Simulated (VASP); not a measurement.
Crystal: TiB5.

```
CELL_PARAMETERS angstrom
3.15777 0.00000 0.00000
0.00000 3.64990 0.00000
0.00000 0.00000 3.80890
ATOMIC_POSITIONS crystal
Ti 0.00000 0.00000 0.00000
B 0.18779 0.00000 0.65252
B 0.81221 0.00000 0.65252
B 0.81221 0.00000 0.34748
B 0.18779 0.00000 0.34748
B 0.50000 0.00000 0.50000
```

The cell was generated, and may not be a known phase.

```yaml
Program: VASP 6.6.1
Task: relaxation of cell and atoms
Functional: PBE
Potentials_or_basis: VASP PAW PBE potentials, release 64 (Ti_sv, B)
Cutoff: 600 eV
k_mesh: 6 × 6 × 4
Occupations: gaussian, width 0.1 eV
Spin: no spin polarisation
```

At the start: pressure 397.0 GPa; volume 7.32 Å³/atom.

Question: How do energy, volume and symmetry change on relaxing?

Answer: Over 24 steps the energy falls by 9025.6 meV/atom and the volume is 12.79 Å³/atom (+74.8 %); space group Pmmm (No. 47, to 0.1 Å) before and after.

The path:
```
step  energy change (eV)  largest force (eV/Å)  pressure (GPa)  volume (Å³)
   1              0.0000               22.4594          396.98        43.90
   2            -24.6824                9.3183          -20.87       232.13
   3            -35.1191               12.4580           22.72       105.38
   4            -38.1498                8.7891            6.51       134.44
   5            -37.9979                8.1579           -0.29       150.19
   6            -38.1860                8.2639            1.66       145.14
   7            -41.0456                2.3322          -23.89       159.54
   8            -42.0164                2.6048          -17.79       154.13
   9            -47.7433                2.5461           -8.35       113.04
  10            -47.7423                2.4863           -8.43       113.17
  11            -50.2682                3.0428           -7.18        95.82
  12            -52.2182                6.3753           13.64        76.58
  13            -52.6150                5.6016           15.73        74.09
  14            -52.8380                4.4675           21.13        69.95
  15            -53.2743                3.5647           15.93        71.30
  16            -54.0029                1.3044            3.14        75.42
  17            -54.0691                0.8629           -0.75        77.01
  18            -54.0703                0.8428           -1.29        77.24
  19            -54.1028                0.6648           -1.19        77.19
  20            -54.1518                0.0679           -0.74        77.02
  21            -54.1524                0.0465           -0.65        77.00
  22            -54.1524                0.0374           -0.67        77.01
  23            -54.1532                0.0203           -0.32        76.88
  24            -54.1535                0.0175            0.04        76.74
```

Final structure:
```cif
data_structure
_symmetry_space_group_name_H-M 'P 1'
_symmetry_Int_Tables_number 1
_cell_length_a 5.7026
_cell_length_b 3.0652
_cell_length_c 4.3903
_cell_angle_alpha 90.000
_cell_angle_beta 90.000
_cell_angle_gamma 90.000
_cell_volume 76.74
loop_
_atom_site_label
_atom_site_type_symbol
_atom_site_fract_x
_atom_site_fract_y
_atom_site_fract_z
_atom_site_occupancy
Ti1 Ti 0.00000 0.00000 0.00000 1
B1 B 0.35144 0.00000 0.81686 1
B2 B 0.64856 0.00000 0.81686 1
B3 B 0.64856 0.00000 0.18314 1
B4 B 0.35144 0.00000 0.18314 1
B5 B 0.50000 0.00000 0.50000 1
```

Caveat: the k points lie up to 0.36 Å⁻¹ apart in the final cell, too coarse for converged energies and pressures of a metal; the volume moved by over 15 % at a fixed basis, so the end points are rough.
